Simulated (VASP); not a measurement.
Ni, 1 atom in the cell. Symmetry: Fm-3m, No. 225, cubic system. The conventional cell has a = 3.532 Å, b = 3.532 Å, c = 3.532 Å, α = 90.00°, β = 90.00°, γ = 90.00°. Within 3.3 Å of Ni (site symmetry m-3m) lie 12 Ni at 2.50 Å. 

```yaml
Program: VASP 6.6.1
Task: single point
Functional: PBE
Potentials_or_basis: VASP PAW PBE potentials, release 64 (Ni)
Cutoff: 520 eV
k_mesh: 13 × 13 × 13
Occupations: fermi-dirac, width 0.1 eV
Spin: collinear spin, ferromagnetic start
Starting_moments: "[2.0] μB"
Dipole_correction: no
Further_INCAR_settings: ALGO = Normal; EDIFF = 1e-06; NBANDS = 15
```

Potentials or basis: VASP PAW PBE potentials, release 64 (Ni).

Run with:

```sh
$ cat potpaw_PBE.64/Ni/POTCAR > POTCAR
$ mpirun -np 1 vasp_std > vasp.out
```

Hardware: 1 thread of Intel Xeon 8259CL, on a shared host.

Problem. How long does it take, and how much memory?

Solution. Run time: 50 s on 1 thread of Intel Xeon 8259CL (shared host), peak memory 0.15 GiB. Counts: scf iterations 13, k points 84.
